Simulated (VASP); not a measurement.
# Tl (P6_3/mmc) in VASP: further runs, part 2 of 2

VASP 6.6.1. Earlier steps stand in the parts before.

### Step 4. Single point, r2SCAN

This run uses another cell than the first one, of 30.89 Å³/atom, 1.021 times its volume.

File POSCAR:

```
Tl
1.0
    3.6238138713      0.0000000000      0.0000000000
   -1.8119069356      3.1383148712      0.0000000000
    0.0000000000      0.0000000000      5.4327950096
Tl
2
Direct
    0.3333333333      0.6666666667      0.7500000000
    0.6666666667      0.3333333333      0.2500000000
```

File INCAR.step1:

```
SYSTEM = Tl
PREC     = Accurate       ! precision mode
ENCUT    = 520            ! plane-wave cutoff, eV
ISMEAR   = 0              ! smearing method
SIGMA    = 0.05           ! smearing width, eV
LREAL    = .FALSE.        ! projectors in reciprocal space
LASPH    = .TRUE.         ! aspherical terms in the spheres
NELM     = 60             ! most SCF steps
NBANDS   = 20             ! bands
GGA      = PE             ! functional
ALGO     = Normal         ! electronic algorithm
EDIFF    = 1E-4           ! SCF threshold, eV
LWAVE    = .TRUE.         ! write WAVECAR
LCHARG   = .FALSE.        ! write CHGCAR
```

File INCAR.step2:

```
SYSTEM = Tl
PREC     = Accurate       ! precision mode
ENCUT    = 520            ! plane-wave cutoff, eV
EDIFF    = 1E-6           ! SCF threshold, eV
ISMEAR   = 0              ! smearing method
SIGMA    = 0.05           ! smearing width, eV
LREAL    = .FALSE.        ! projectors in reciprocal space
LASPH    = .TRUE.         ! aspherical terms in the spheres
NELM     = 60             ! most SCF steps
ALGO     = Normal         ! electronic algorithm
ISIF     = 2              ! what is computed and relaxed
LWAVE    = .FALSE.        ! write WAVECAR
LCHARG   = .FALSE.        ! write CHGCAR
METAGGA  = R2SCAN         ! meta-GGA
LMIXTAU  = .TRUE.       
NBANDS   = 20             ! bands
ISTART   = 1
```

File KPOINTS:

```
regular mesh
0
G
  14 14 8
  0 0 0
```

Potentials or basis: VASP PAW PBE potentials, release 64 (Tl_d).

Launch:

```
cat potpaw_PBE.64/Tl_d/POTCAR > POTCAR
cp INCAR.step1 INCAR
mpirun -np 1 vasp_std > vasp.out
cp INCAR.step2 INCAR
mpirun -np 1 vasp_std > vasp.out
```

OUTCAR:

```text
SYSTEM = Tl
   PREC = Accurate
   ENCUT = 520
   EDIFF = 1E-6
   ISMEAR = 0
   LREAL = .FALSE.
   LASPH = .TRUE.
   NELM = 60
   ISIF = 2
   METAGGA = R2SCAN
   ISTART = 1

 ion  position               nearest neighbor table
   1  0.333  0.667  0.750-   2 3.43   2 3.43   2 3.43   2 3.43   2 3.43   2 3.43
   2  0.667  0.333  0.250-   1 3.43   1 3.43   1 3.43   1 3.43   1 3.43   1 3.43

  LATTYP: Found a hexagonal cell.
 ALAT       =     3.6238138713
 C/A-ratio  =     1.4991926193

  Lattice vectors:

 A1 = (   3.6238138713,   0.0000000000,   0.0000000000)
 A2 = (  -1.8119069356,   3.1383148712,   0.0000000000)
 A3 = (   0.0000000000,   0.0000000000,   5.4327950096)

Analysis of symmetry for initial positions (statically):
=====================================================================
 Subroutine PRICEL returns:
 Original cell was already a primitive cell.

 Routine SETGRP: Setting up the symmetry group for a
 hexagonal supercell.

 Subroutine GETGRP returns: Found 24 space group operations
 (whereof 12 operations were pure point group operations)
 out of a pool of 24 trial point group operations.

The static configuration has the point symmetry D_3d.
 The point group associated with its full space group is D_6h.

Analysis of symmetry for dynamics (positions and initial velocities):
=====================================================================
 Subroutine PRICEL returns:
 Original cell was already a primitive cell.

 Routine SETGRP: Setting up the symmetry group for a
 hexagonal supercell.

 Subroutine GETGRP returns: Found 24 space group operations
 (whereof 12 operations were pure point group operations)
 out of a pool of 24 trial point group operations.

The dynamic configuration has the point symmetry D_3d.
 The point group associated with its full space group is D_6h.

 Subroutine INISYM returns: Found 24 space group operations
 (whereof 12 operations are pure point group operations),
 and found     1 'primitive' translations

----------------------------------------------------------------------------------------

                                     Primitive cell

  volume of cell :      61.7854

  direct lattice vectors                    reciprocal lattice vectors
     3.623813871  0.000000000  0.000000000     0.275952363  0.159321171  0.000000000
    -1.811906936  3.138314871  0.000000000     0.000000000  0.318642342  0.000000000
     0.000000000  0.000000000  5.432795010     0.000000000  0.000000000  0.184067317

  length of vectors
     3.623813871  3.623813871  5.432795010     0.318642342  0.318642342  0.184067317

  position of ions in fractional coordinates (direct lattice)
     0.333333333  0.666666667  0.750000000
     0.666666667  0.333333333  0.250000000

  ion indices of the primitive-cell ions
   primitive index   ion index
                 1           1
                 2           2

----------------------------------------------------------------------------------------

 KPOINTS: regular mesh

Automatic generation of k-mesh.
 Grid dimensions read from file:
 generate k-points for:   14   14    8

 Generating k-lattice:

  Cartesian coordinates                     Fractional coordinates (reciprocal lattice)
     0.019710883  0.011380084  0.000000000     0.071428571 -0.000000000  0.000000000
     0.000000000  0.022760167  0.000000000     0.000000000  0.071428571  0.000000000
     0.000000000  0.000000000  0.023008415     0.000000000  0.000000000  0.125000000

  Length of vectors
     0.022760167  0.022760167  0.023008415

  Shift w.r.t. Gamma in fractional coordinates (k-lattice)
     0.000000000  0.000000000  0.000000000

 Subroutine IBZKPT returns following result:
 ===========================================

 Found    120 irreducible k-points:

 Following reciprocal coordinates:
            Coordinates               Weight
  0.000000  0.000000  0.000000      1.000000
  0.071429  0.000000  0.000000      6.000000
  0.142857  0.000000  0.000000      6.000000
  0.214286  0.000000  0.000000      6.000000
  0.285714 -0.000000  0.000000      6.000000
  0.357143 -0.000000  0.000000      6.000000
[... 16 lines left out ...]
  0.285714  0.285714  0.000000      6.000000
  0.357143  0.285714  0.000000      6.000000
 [... further k-points ...]
   k-points           NKPTS =    120   k-points in BZ     NKDIM =    120   number of bands    NBANDS=     20
   number of dos      NEDOS =    301   number of ions     NIONS =      2
   total plane-waves  NPLWV =  31360
   dimension x,y,z NGX =    28 NGY =   28 NGZ =   40
   dimension x,y,z NGXF=    56 NGYF=   56 NGZF=   80
   ions per type =               2
   NGX,Y,Z   is equivalent  to a cutoff of  12.85, 12.85, 12.24 a.u.
   NGXF,Y,Z  is equivalent  to a cutoff of  25.69, 25.69, 24.48 a.u.
 SYSTEM =  Tl
   PREC   = accura    normal or accurate (medium, high low for compatibility)
   ISTART =      1    job   : 0-new  1-cont  2-samecut
   ICHARG =      0    charge: 1-file 2-atom 10-const
   ISPIN  =      1    spin polarized calculation?
   LNONCOLLINEAR =      F non collinear calculations
   LSORBIT =      F    spin-orbit coupling
   LASPH  =      T    aspherical Exc in radial PAW
   ENCUT  =  520.0 eV  38.22 Ry    6.18 a.u.   6.74  6.74 10.10*2*pi/ulx,y,z
   NELM   =     60;   NELMIN=  2; NELMDL=  0     # of ELM steps
   EDIFF  = 0.1E-05   stopping-criterion for ELM
   LREAL  =      F    real-space projection
   EDIFFG = 0.1E-04   stopping-criterion for IOM
   NSW    =      0    number of steps for IOM
   IBRION =     -1    ionic relax: 0-MD 1-quasi-New 2-CG
   NFREE  =      0    steps in history (QN), initial steepest desc. (CG)
   ISIF   =      2    stress and relaxation
   ISYM   =      2    0-nonsym 1-usesym 2-fastsym
   POTIM  = 0.5000    time-step for ionic-motion
   TEBEG  =    0.0;   TEEND  =   0.0 temperature during run
   PSTRESS=    0.0 pullay stress
   NELECT =      26.0000    total number of electrons
   NUPDOWN=      -1.0000    fix difference up-down
   EMIN   =  10.00;   EMAX   =-10.00  energy-range for DOS
   EFERMI =   0.00;   METHOD = LEGACY
   ISMEAR =     0;   SIGMA  =   0.05  broadening in eV -4-tet -1-fermi 0-gaus
   EFERMI_NEDOS =   21; number of points for ismear=-14 and -15
   IALGO  =     38    algorithm
   IMIX   =      4    mixing-type and parameters
     AMIX     =   0.40;   BMIX     =  1.00
     AMIX_MAG =   1.60;   BMIX_MAG =  1.00
  volume/ion in A,a.u.               =      30.89       208.47
  Fermi-wavevector in a.u.,A,eV,Ry     =   1.226791  2.318300 20.477000  1.505017
  Thomas-Fermi vector in A             =   2.361779
   LORBIT       =      0    0 simple, 1 ext, 2 COOP (PROOUT), +10 PAW based schemes
   METAGGA = R2SCAN    functional components
   LHFCALC =     F    Hartree Fock is set to
   AEXX    =    0.0000 exact exchange contribution
   IVDW    =     0    specifies the selected vdW correction
   LEPSILON=     F    determine dielectric tensor
   LRPA    =     F    only Hartree local field effects (RPA)
 non-spin polarized calculation
 Gauss-broadening in eV      SIGMA  =   0.05
  energy-cutoff  :      520.00
  volume of cell :       61.79
 maximum number of plane-waves:      1689
 NGX is ok and might be reduce to    28
   NGX = 13   NGY = 13   NGZ = 21

 number of electron      25.9999999 magnetization

 Free energy of the ion-electron system (eV)
  ---------------------------------------------------
  ext. energy  EPLUGINS =         0.00000000
  ---------------------------------------------------
  free energy    TOTEN  =      -106.34811546 eV

  energy without entropy =     -106.34709156  energy(sigma->0) =     -106.34760351

 E-fermi :   5.7992     XC(G=0): -10.3920

 val. band max:        5.7850167668   @ k =   0.3571   0.2143   0.2500
 cond. band min:       5.8171464103   @ k =   0.2143   0.1429   0.2500
 fundamental gap:      0.0321296435
 Fermi energy:         5.7992260494

 k-point     1 :       0.0000    0.0000    0.0000
  band No.  band energies     occupation
      1      -6.4655      2.00000
      2      -6.2710      2.00000
      3      -6.2710      2.00000
      4      -6.2494      2.00000
      5      -6.2494      2.00000
      6      -6.2358      2.00000
[... 12 lines left out ...]
     19      16.0329      0.00000
     20      17.3532      0.00000
[... 507 lines left out ...]
 k-point    24 :       0.3571    0.2857    0.0000
  band No.  band energies     occupation
      1      -6.5554      2.00000
      2      -6.3538      2.00000
      3      -6.3060      2.00000
      4      -6.2513      2.00000
      5      -6.1952      2.00000
      6      -6.1726      2.00000
[... 12 lines left out ...]
     19      12.8756      0.00000
     20      19.3770      0.00000

 [... further k-points ...]

------------------------ aborting loop because EDIFF is reached ----------------------------------------

  FORCE on cell =-STRESS in cart. coord.  units (eV):
  Direction    XX          YY          ZZ          XY          YZ          ZX
  --------------------------------------------------------------------------------------
  -------------------------------------------------------------------------------------
  Total       -0.2425478     -0.2425478     -0.2897174     -0.0000000      0.0000000      0.0000000
  in kB       -6.2895890     -6.2895890     -7.5127592     -0.0000000      0.0000000      0.0000000
  external PRESSURE =      -6.6973124 kB  Pullay stress =       0.0000000 kB

 VOLUME and BASIS-vectors are now :
 -----------------------------------------------------------------------------
  energy-cutoff  :      520.00
  volume of cell :       61.79
      direct lattice vectors                 reciprocal lattice vectors
     3.623813871  0.000000000  0.000000000     0.275952363  0.159321171  0.000000000
    -1.811906936  3.138314871  0.000000000     0.000000000  0.318642342  0.000000000
     0.000000000  0.000000000  5.432795010     0.000000000  0.000000000  0.184067317

 POSITION                                       TOTAL-FORCE (eV/Angst)
 -----------------------------------------------------------------------------------
     -0.00000      2.09221      4.07460        -0.000000      0.000000      0.000000
      1.81191      1.04610      1.35820         0.000000     -0.000000      0.000000
 -----------------------------------------------------------------------------------
    total drift:                                0.000000     -0.000000      0.000000

  FREE ENERGIE OF THE ION-ELECTRON SYSTEM (eV)
  ---------------------------------------------------
  free  energy   TOTEN  =      -106.3481154649 eV

  energy  without entropy=     -106.3470915562  energy(sigma->0) =     -106.34760351
```

Run time: 5.1 min. Hardware: 1 thread of Intel Xeon Platinum 8488C (Sapphire Rapids), shared host; peak memory 0.26 GiB.

Results:

```
Free energy            : -106.3481 eV
Pressure               : -0.7 GPa
Band gap on the k mesh : zero (band 13 reaches 9.87 eV, above the bottom of band 14 at 3.70 eV)
```

Caveat: the PAW data sets were made with another functional, which shifts forces and pressure a little; spin-orbit coupling is left out, which moves the levels of the heavy elements.

### Step 5. Summary

| cell | gap on the mesh (eV) | pressure (GPa) |
| --- | --- | --- |
| a = 3.598, b = 3.598, c = 5.395 Å, angles 90.0, 90.0, 120.0°, 2 atoms | none | 0.0 |
| a = 3.610, b = 3.610, c = 5.412 Å, angles 90.0, 90.0, 120.0°, 2 atoms | none | -0.3 |
| a = 3.624, b = 3.624, c = 5.433 Å, angles 90.0, 90.0, 120.0°, 2 atoms | none | -0.7 |

Alike in all rows: task single point; level r2SCAN; potentials or basis VASP PAW PBE potentials, release 64 (Tl_d); no spin polarisation; k mesh 14 × 14 × 8; cutoff (eV) 520; smearing gaussian 0.05 eV.

Caveats: the PAW data sets were made with another functional, which shifts forces and pressure a little; spin-orbit coupling is left out, which moves the levels of the heavy elements.

Total energies depend on the potentials used, so only differences within one code and one set of settings carry meaning.
